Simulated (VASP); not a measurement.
Wanted: the native input for a VASP 6.6.1 run.

| Property | Result |
| --- | --- |
| Task | single point |
| Functional | RPBE |
| Potentials or basis | VASP PAW PBE potentials, release 64 (Hf_pv, In_d, Si, O) |
| Cutoff | 520 eV |
| k mesh | 4 × 4 × 2 |
| Occupations | fermi-dirac, width 0.05 eV |
| Spin | no spin polarisation |
| Dipole correction | no |
| Further INCAR settings | ALGO = Normal; EDIFF = 1e-06; NBANDS = 63 |

The structure of HfIn4SiO6 lies in POSCAR:

```
HfIn4SiO6
1.0
    5.2774300000      0.0000000000      0.0000000000
   -2.6387200000      4.5703900000      0.0000000000
    0.0000000000      0.0000000000     10.5590500000
Hf In Si O
1 4 1 6
Direct
    0.6666700000      0.3333300000      0.0000000000
    0.0000000000      0.0000000000      0.3044600000
    0.0000000000      0.0000000000      0.6955400000
    0.3333300000      0.6666700000      0.7891900000
    0.3333300000      0.6666700000      0.2108100000
    0.0000000000      0.0000000000      0.0000000000
    0.9730000000      0.7049600000      0.8997200000
    0.2950400000      0.0270000000      0.1002800000
    0.2950400000      0.2680400000      0.8997200000
    0.7319600000      0.7049600000      0.1002800000
    0.7319600000      0.0270000000      0.8997200000
    0.9730000000      0.2680400000      0.1002800000
```

The input as run:

INCAR

```
PREC = Accurate
ENCUT = 520
EDIFF = 1E-6
ISMEAR = -1
SIGMA = 0.05
LREAL = F
LASPH = T
NELM = 80
ALGO = Normal
ISIF = 2
LWAVE = F
LCHARG = F
GGA = RP
NBANDS = 63
```

KPOINTS

```
regular mesh
0
Gamma
  4 4 2
```

Potentials or basis: VASP PAW PBE potentials, release 64 (Hf_pv, In_d, Si, O).

Run with:

```sh
$ cat potpaw_PBE.64/Hf_pv/POTCAR potpaw_PBE.64/In_d/POTCAR potpaw_PBE.64/Si/POTCAR potpaw_PBE.64/O/POTCAR > POTCAR
$ mpirun -np 1 vasp_std > vasp.out
```

Results of the run:

```
Pressure               : 1.8 GPa
Largest force          : 0.216 eV/Å
Band gap on the k mesh : 0.37 eV (least direct gap 1.76 eV)
```

Caveat: the PAW data sets were made with another functional, which shifts forces and pressure a little; spin-orbit coupling is left out, which moves the levels of the heavy elements.

Run time: 6.7 min on 1 thread of AMD EPYC 7R43 64-Core Processor (Zen 3) (shared host), peak memory 0.43 GiB.
